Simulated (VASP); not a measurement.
# Cd (P6/mmm) in VASP: a series of runs

Cd is run at these levels: PBE; tasks: single point.

Program: VASP 6.6.1. These are calculated values, not measurements. Logs are shortened: lines on timing, memory, paths and dates and some standing lists are left out, and cuts for length are marked.

### Step 1. The cell of the first run

It takes space group P6/mmm (No. 191, hexagonal). The conventional cell has a = 5.059 Å, b = 5.059 Å, c = 3.041 Å, α = 90.00°, β = 90.00°, γ = 120.00°. Within 4.0 Å of Cd (site symmetry 6/mmm) lie 14 Cd at 3.04 to 3.29 Å. Within 3.8 Å of Cd (site symmetry -6m2) lie 11 Cd at 2.92 to 3.29 Å.

This isn't the form of Cd at room conditions, which is hcp.

### Step 2. Single point, PBE (22.47 Å³/atom)

File POSCAR:

```
Cd
1.0
    5.0591769178      0.0000000000      0.0000000000
   -2.5295884589      4.3813757330      0.0000000000
    0.0000000000      0.0000000000      3.0406872503
Cd
3
Direct
    0.0000000000      0.0000000000      0.0000000000
    0.3333333333      0.6666666667      0.5000000000
    0.6666666667      0.3333333333      0.5000000000
```

File INCAR.step1:

```
  PREC = Accurate
  ENCUT = 520
  EDIFF = 1E-6
  ISMEAR = -1
  SIGMA = 0.08
  LREAL = F
  LASPH = T
  NELM = 100
  ALGO = Normal
  ISIF = 2
  LWAVE = F
  LCHARG = T
  GGA = PE
  NBANDS = 25
```

File KPOINTS.step1:

```
Automatic mesh
0
Gamma
  7 7 10
```

File INCAR.step2:

```
  PREC = Accurate
  ENCUT = 520
  EDIFF = 1E-6
  ISMEAR = -5
  SIGMA = 0.08
  LREAL = F
  LASPH = T
  NELM = 100
  ALGO = Normal
  ISIF = 2
  LWAVE = F
  LCHARG = F
  GGA = PE
  LORBIT = 11
  NBANDS = 25
  NEDOS = 2001
  ICHARG = 11
```

File KPOINTS.step2:

```
Automatic mesh
0
Gamma
  11 11 15
```

Potentials or basis: VASP PAW PBE potentials, release 64 (Cd).

Launch:

```console
> cat potpaw_PBE.64/Cd/POTCAR > POTCAR
> cp INCAR.step1 INCAR
> cp KPOINTS.step1 KPOINTS
> mpirun -np 1 vasp_std > vasp.out
> cp INCAR.step2 INCAR
> cp KPOINTS.step2 KPOINTS
> mpirun -np 1 vasp_std > vasp.out
```

OUTCAR:

```text
PREC = Accurate
   ENCUT = 520
   EDIFF = 1E-6
   ISMEAR = -5
   LREAL = F
   LASPH = T
   NELM = 100
   ISIF = 2
   GGA = PE
   LORBIT = 11
   ICHARG = 11

 ion  position               nearest neighbor table
   1  0.000  0.000  0.000-   2 3.29   3 3.29   2 3.29   3 3.29   2 3.29   2 3.29   3 3.29   3 3.29
                             3 3.29   3 3.29   2 3.29   2 3.29
   2  0.333  0.667  0.500-   3 2.92   3 2.92   3 2.92   1 3.29   1 3.29   1 3.29   1 3.29   1 3.29
                             1 3.29
   3  0.667  0.333  0.500-   2 2.92   2 2.92   2 2.92   1 3.29   1 3.29   1 3.29   1 3.29   1 3.29
                             1 3.29

  LATTYP: Found a hexagonal cell.
 ALAT       =     5.0591769178
 C/A-ratio  =     0.6010240993

  Lattice vectors:

 A1 = (   5.0591769178,   0.0000000000,   0.0000000000)
 A2 = (  -2.5295884589,   4.3813757330,   0.0000000000)
 A3 = (   0.0000000000,   0.0000000000,   3.0406872503)

Analysis of symmetry for initial positions (statically):
=====================================================================
 Subroutine PRICEL returns:
 Original cell was already a primitive cell.

 Routine SETGRP: Setting up the symmetry group for a
 hexagonal supercell.

 Subroutine GETGRP returns: Found 24 space group operations
 (whereof 24 operations were pure point group operations)
 out of a pool of 24 trial point group operations.

The static configuration has the point symmetry D_6h.

Analysis of symmetry for dynamics (positions and initial velocities):
=====================================================================
 Subroutine PRICEL returns:
 Original cell was already a primitive cell.

 Routine SETGRP: Setting up the symmetry group for a
 hexagonal supercell.

 Subroutine GETGRP returns: Found 24 space group operations
 (whereof 24 operations were pure point group operations)
 out of a pool of 24 trial point group operations.

The dynamic configuration has the point symmetry D_6h.

 Subroutine INISYM returns: Found 24 space group operations
 (whereof 24 operations are pure point group operations),
 and found     1 'primitive' translations

[... 98 lines left out ...]
   EDIFF  = 0.1E-05   stopping-criterion for ELM
   LREAL  =      F    real-space projection
   EDIFFG = 0.1E-04   stopping-criterion for IOM
   NSW    =      0    number of steps for IOM
   IBRION =     -1    ionic relax: 0-MD 1-quasi-New 2-CG
   NFREE  =      0    steps in history (QN), initial steepest desc. (CG)
   ISIF   =      2    stress and relaxation
   ISYM   =      2    0-nonsym 1-usesym 2-fastsym
   POTIM  = 0.5000    time-step for ionic-motion
   TEBEG  =    0.0;   TEEND  =   0.0 temperature during run
   PSTRESS=    0.0 pullay stress
   NELECT =      36.0000    total number of electrons
   NUPDOWN=      -1.0000    fix difference up-down
   EMIN   =  10.00;   EMAX   =-10.00  energy-range for DOS
   EFERMI =   0.00;   METHOD = LEGACY
   ISMEAR =    -5;   SIGMA  =   0.08  broadening in eV -4-tet -1-fermi 0-gaus
   EFERMI_NEDOS =   21; number of points for ismear=-14 and -15
   IALGO  =     38    algorithm
   IMIX   =      4    mixing-type and parameters
     AMIX     =   0.40;   BMIX     =  1.00
     AMIX_MAG =   1.60;   BMIX_MAG =  1.00
  volume/ion in A,a.u.               =      22.47       151.61
  Fermi-wavevector in a.u.,A,eV,Ry     =   1.328276  2.510077 24.004988  1.764317
  Thomas-Fermi vector in A             =   2.457526
   LORBIT       =     11    0 simple, 1 ext, 2 COOP (PROOUT), +10 PAW based schemes
   GGA     = PE    functional components
   LHFCALC =     F    Hartree Fock is set to
   AEXX    =    0.0000 exact exchange contribution
   IVDW    =     0    specifies the selected vdW correction
   LEPSILON=     F    determine dielectric tensor
   LRPA    =     F    only Hartree local field effects (RPA)
 non-spin polarized calculation
 Fermi weights with tetrahedron method with Bloechl corrections
  energy-cutoff  :      520.00
  volume of cell :       67.40
 maximum number of plane-waves:      1830
 NGX is ok and might be reduce to    40

 number of electron      35.9999992 magnetization

 Free energy of the ion-electron system (eV)
  ---------------------------------------------------
  ext. energy  EPLUGINS =         0.00000000
  ---------------------------------------------------
  free energy    TOTEN  =        -2.02514158 eV

  energy without entropy =       -2.02514158  energy(sigma->0) =       -2.02514158

 E-fermi :   2.7396     XC(G=0): -10.8280

 val. band max:        3.0016855681   @ k =   0.0000   0.0000   0.0667
 cond. band min:       2.3626181114   @ k =   0.1818   0.1818   0.4000
 fundamental gap:     -0.6390674567
 Fermi energy:         2.7395785608

 k-point     1 :       0.0000    0.0000    0.0000
  band No.  band energies     occupation
      1      -7.0981      2.00000
      2      -6.5839      2.00000
      3      -6.5533      2.00000
      4      -6.4245      2.00000
      5      -6.4244      2.00000
      6      -6.2593      2.00000
[... 661 lines left out ...]
     24      13.8583      0.00000
     25      15.1199      0.00000

 [... further k-points ...]

------------------------ aborting loop because EDIFF is reached ----------------------------------------

  FORCE on cell =-STRESS in cart. coord.  units (eV):
  Direction    XX          YY          ZZ          XY          YZ          ZX
  --------------------------------------------------------------------------------------
  -------------------------------------------------------------------------------------
  Total        1.1647346      1.1647346      0.8084637     -0.0000000      0.0000000      0.0000000
  in kB       27.6869718     27.6869718     19.2180356     -0.0000000      0.0000000      0.0000000
  external PRESSURE =      24.8639930 kB  Pullay stress =       0.0000000 kB

 VOLUME and BASIS-vectors are now :
 -----------------------------------------------------------------------------
  energy-cutoff  :      520.00
  volume of cell :       67.40
      direct lattice vectors                 reciprocal lattice vectors
     5.059176918  0.000000000  0.000000000     0.197660611  0.114119407  0.000000000
    -2.529588459  4.381375733  0.000000000     0.000000000  0.228238814  0.000000000
     0.000000000  0.000000000  3.040687250     0.000000000  0.000000000  0.328873020

 POSITION                                       TOTAL-FORCE (eV/Angst)
 -----------------------------------------------------------------------------------
      0.00000      0.00000      0.00000         0.000000     -0.000000      0.000000
     -0.00000      2.92092      1.52034        -0.000000     -0.000000      0.000000
      2.52959      1.46046      1.52034        -0.000000      0.000000     -0.000000
 -----------------------------------------------------------------------------------
    total drift:                                0.000000     -0.000000     -0.000000

  FREE ENERGIE OF THE ION-ELECTRON SYSTEM (eV)
  ---------------------------------------------------
  free  energy   TOTEN  =        -2.0251415845 eV

  energy  without entropy=       -2.0251415845  energy(sigma->0) =       -2.02514158

 total charge

# of ion       s       p       d       tot
------------------------------------------
    1        0.527   0.248   9.500  10.276
    2        0.563   0.271   9.488  10.322
    3        0.563   0.271   9.488  10.322
--------------------------------------------------
tot          1.653   0.790  28.477  30.920
```

OUTCAR.step1:

```text
PREC = Accurate
   ENCUT = 520
   EDIFF = 1E-6
   ISMEAR = -1
   LREAL = F
   LASPH = T
[... 900 lines left out ...]
      0.00000      0.00000      0.00000        -0.000000      0.000000      0.000000
     -0.00000      2.92092      1.52034         0.000000     -0.000000      0.000000
      2.52959      1.46046      1.52034        -0.000000      0.000000      0.000000
 -----------------------------------------------------------------------------------
    total drift:                                0.000000     -0.000000      0.000000

  FREE ENERGIE OF THE ION-ELECTRON SYSTEM (eV)
  ---------------------------------------------------
  free  energy   TOTEN  =        -2.0519751105 eV

  energy  without entropy=       -2.0310087312  energy(sigma->0) =       -2.04149192
```

It took 55 s on 1 thread of Intel Xeon 6975P-C (Granite Rapids), shared host; peak memory 0.29 GiB.

Results:

- Valence electrons inside the program's atomic spheres: Cd 10.28, 10.32 (each value once)

Levels at points of the mesh, in eV from the Fermi level:
| k point | band 14 | band 15 | band 16 | band 17 | band 18 | band 19 | band 20 | band 21 | band 22 | band 23 |
| --- | --- | --- | --- | --- | --- | --- | --- | --- | --- | --- |
| (0.00, 0.00, 0.00) | -8.67 | -8.37 | -8.37 | 0.21 | 0.43 | 0.80 | 0.80 | 0.83 | 0.83 | 7.93 |

Caveat: tetrahedron occupations give inexact forces and stress in metals.

### Step 3. Single point, PBE (22.47 Å³/atom)

POSCAR is that of step 2.

File INCAR.step1:

```
SYSTEM = Cd
PREC = Accurate
ENCUT = 520
EDIFF = 1E-6
ISMEAR = -1
SIGMA = 0.08
LREAL = .FALSE.
LASPH = .TRUE.
NELM = 80
ALGO = Normal
ISIF = 2
LWAVE = .FALSE.
LCHARG = .TRUE.
GGA = PE
NBANDS = 25
```

File KPOINTS.step1:

```
regular mesh
0
G
  7 7 10
  0 0 0
```

File INCAR.step2:

```
SYSTEM = Cd
PREC = Accurate
ENCUT = 520
EDIFF = 1E-6
ISMEAR = -5
SIGMA = 0.08
LREAL = .FALSE.
LASPH = .TRUE.
NELM = 80
ALGO = Normal
ISIF = 2
LWAVE = .FALSE.
LCHARG = .FALSE.
GGA = PE
LORBIT = 11
NBANDS = 25
NEDOS = 1001
ICHARG = 11
```

File KPOINTS.step2:

```
regular mesh
0
G
  11 11 15
  0 0 0
```

Potentials or basis: VASP PAW PBE potentials, release 64 (Cd).

Launch:

```console
> cat potpaw_PBE.64/Cd/POTCAR > POTCAR
> cp INCAR.step1 INCAR
> cp KPOINTS.step1 KPOINTS
> mpirun -np 1 vasp_std > vasp.out
> cp INCAR.step2 INCAR
> cp KPOINTS.step2 KPOINTS
> mpirun -np 1 vasp_std > vasp.out
```

OUTCAR:

```text
SYSTEM = Cd
   PREC = Accurate
   ENCUT = 520
   EDIFF = 1E-6
   ISMEAR = -5
   LREAL = .FALSE.
   LASPH = .TRUE.
   NELM = 80
   ISIF = 2
   GGA = PE
   LORBIT = 11
   ICHARG = 11

 ion  position               nearest neighbor table
   1  0.000  0.000  0.000-   2 3.29   3 3.29   2 3.29   3 3.29   2 3.29   2 3.29   3 3.29   3 3.29
                             3 3.29   3 3.29   2 3.29   2 3.29
   2  0.333  0.667  0.500-   3 2.92   3 2.92   3 2.92   1 3.29   1 3.29   1 3.29   1 3.29   1 3.29
                             1 3.29
   3  0.667  0.333  0.500-   2 2.92   2 2.92   2 2.92   1 3.29   1 3.29   1 3.29   1 3.29   1 3.29
                             1 3.29

  LATTYP: Found a hexagonal cell.
 ALAT       =     5.0591769178
 C/A-ratio  =     0.6010240993

  Lattice vectors:

 A1 = (   5.0591769178,   0.0000000000,   0.0000000000)
 A2 = (  -2.5295884589,   4.3813757330,   0.0000000000)
 A3 = (   0.0000000000,   0.0000000000,   3.0406872503)

Analysis of symmetry for initial positions (statically):
=====================================================================
 Subroutine PRICEL returns:
 Original cell was already a primitive cell.

 Routine SETGRP: Setting up the symmetry group for a
 hexagonal supercell.

 Subroutine GETGRP returns: Found 24 space group operations
 (whereof 24 operations were pure point group operations)
 out of a pool of 24 trial point group operations.

The static configuration has the point symmetry D_6h.

Analysis of symmetry for dynamics (positions and initial velocities):
=====================================================================
 Subroutine PRICEL returns:
 Original cell was already a primitive cell.

 Routine SETGRP: Setting up the symmetry group for a
 hexagonal supercell.

 Subroutine GETGRP returns: Found 24 space group operations
 (whereof 24 operations were pure point group operations)
 out of a pool of 24 trial point group operations.

The dynamic configuration has the point symmetry D_6h.

 Subroutine INISYM returns: Found 24 space group operations
 (whereof 24 operations are pure point group operations),
[... 127 lines left out ...]
   AEXX    =    0.0000 exact exchange contribution
   IVDW    =     0    specifies the selected vdW correction
   LEPSILON=     F    determine dielectric tensor
   LRPA    =     F    only Hartree local field effects (RPA)
 non-spin polarized calculation
 Fermi weights with tetrahedron method with Bloechl corrections
  energy-cutoff  :      520.00
  volume of cell :       67.40
 maximum number of plane-waves:      1830
 NGX is ok and might be reduce to    40

 number of electron      35.9999992 magnetization

 Free energy of the ion-electron system (eV)
  ---------------------------------------------------
  ext. energy  EPLUGINS =         0.00000000
  ---------------------------------------------------
  free energy    TOTEN  =        -2.02514158 eV

  energy without entropy =       -2.02514158  energy(sigma->0) =       -2.02514158

 E-fermi :   2.7396     XC(G=0): -10.8280

 val. band max:        3.0016855681   @ k =   0.0000   0.0000   0.0667
 cond. band min:       2.3626181114   @ k =   0.1818   0.1818   0.4000
 fundamental gap:     -0.6390674567
 Fermi energy:         2.7395785608

 k-point     1 :       0.0000    0.0000    0.0000
  band No.  band energies     occupation
      1      -7.0981      2.00000
      2      -6.5839      2.00000
      3      -6.5533      2.00000
      4      -6.4245      2.00000
      5      -6.4244      2.00000
      6      -6.2593      2.00000
[... 661 lines left out ...]
     24      13.8583      0.00000
     25      15.1199      0.00000

 [... further k-points ...]

------------------------ aborting loop because EDIFF is reached ----------------------------------------

  FORCE on cell =-STRESS in cart. coord.  units (eV):
  Direction    XX          YY          ZZ          XY          YZ          ZX
  --------------------------------------------------------------------------------------
  -------------------------------------------------------------------------------------
  Total        1.1647346      1.1647346      0.8084637     -0.0000000      0.0000000      0.0000000
  in kB       27.6869716     27.6869716     19.2180352     -0.0000000      0.0000000      0.0000000
  external PRESSURE =      24.8639928 kB  Pullay stress =       0.0000000 kB

 VOLUME and BASIS-vectors are now :
 -----------------------------------------------------------------------------
  energy-cutoff  :      520.00
  volume of cell :       67.40
      direct lattice vectors                 reciprocal lattice vectors
     5.059176918  0.000000000  0.000000000     0.197660611  0.114119407  0.000000000
    -2.529588459  4.381375733  0.000000000     0.000000000  0.228238814  0.000000000
     0.000000000  0.000000000  3.040687250     0.000000000  0.000000000  0.328873020

 POSITION                                       TOTAL-FORCE (eV/Angst)
 -----------------------------------------------------------------------------------
      0.00000      0.00000      0.00000         0.000000      0.000000      0.000000
     -0.00000      2.92092      1.52034        -0.000000      0.000000      0.000000
      2.52959      1.46046      1.52034         0.000000     -0.000000      0.000000
 -----------------------------------------------------------------------------------
    total drift:                                0.000000     -0.000000     -0.000000

  FREE ENERGIE OF THE ION-ELECTRON SYSTEM (eV)
  ---------------------------------------------------
  free  energy   TOTEN  =        -2.0251415847 eV

  energy  without entropy=       -2.0251415847  energy(sigma->0) =       -2.02514158

 total charge

# of ion       s       p       d       tot
------------------------------------------
    1        0.527   0.248   9.500  10.276
    2        0.563   0.271   9.488  10.322
    3        0.563   0.271   9.488  10.322
--------------------------------------------------
tot          1.653   0.790  28.477  30.920
```

It took 58 s on 1 thread of Intel Xeon 6975P-C (Granite Rapids), shared host; peak memory 0.29 GiB.

What came out:

* Valence electrons inside the program's atomic spheres: Cd 10.28, 10.32 (each value once)

Caveat: tetrahedron occupations give inexact forces and stress in metals.

### Step 4. Single point, PBE

This run uses another cell than the first one, of 23.65 Å³/atom.

File POSCAR:

```
Cd
1.0
    5.1413878578      0.0000000000      0.0000000000
   -2.5706939289      4.4525724956      0.0000000000
    0.0000000000      0.0000000000      3.0991824661
Cd
3
Direct
    0.0000000000      0.0000000000      0.0000000000
    0.3333333333      0.6666666667      0.5000000000
    0.6666666667      0.3333333333      0.5000000000
```

File INCAR.step1:

```
SYSTEM = Cd
PREC = Accurate ; ENCUT = 520
EDIFF = 1E-7 ; ISMEAR = -1
SIGMA = 0.08 ; LREAL = .FALSE.
LASPH = .TRUE. ; NELM = 60
ALGO = Normal ; ISIF = 2
LWAVE = .FALSE. ; LCHARG = .TRUE.
GGA = PE ; NBANDS = 25
```

File KPOINTS.step1:

```
Automatic mesh
0
G
  7 7 10
  0 0 0
```

File INCAR.step2:

```
SYSTEM = Cd
PREC = Accurate ; ENCUT = 520
EDIFF = 1E-7 ; ISMEAR = -5
SIGMA = 0.08 ; LREAL = .FALSE.
LASPH = .TRUE. ; NELM = 60
ALGO = Normal ; ISIF = 2
LWAVE = .FALSE. ; LCHARG = .FALSE.
GGA = PE ; LORBIT = 11
NEDOS = 1001 ; ICHARG = 11
```

File KPOINTS.step2:

```
Automatic mesh
0
G
  11 11 15
  0 0 0
```

Launch:

```console
> cat potpaw_PBE.64/Cd/POTCAR > POTCAR
> cp INCAR.step1 INCAR
> cp KPOINTS.step1 KPOINTS
> mpirun -np 1 vasp_std > vasp.out
> cp INCAR.step2 INCAR
> cp KPOINTS.step2 KPOINTS
> mpirun -np 1 vasp_std > vasp.out
```

Wall time 51 s (1 thread of Intel Xeon 6975P-C (Granite Rapids), shared host); peak memory 0.29 GiB.

The run converged. Its results:

```
Valence electrons inside the program's atomic spheres : Cd 10.26, 10.30 (each value once)
```

Levels at points of the mesh, in eV from the Fermi level:
| k point | band 16 | band 17 | band 18 | band 19 | band 20 | band 21 |
| --- | --- | --- | --- | --- | --- | --- |
| (0.00, 0.00, 0.00) | -8.27 | 0.14 | 0.36 | 0.87 | 0.87 | 0.91 |

Caveat: tetrahedron occupations give inexact forces and stress in metals.
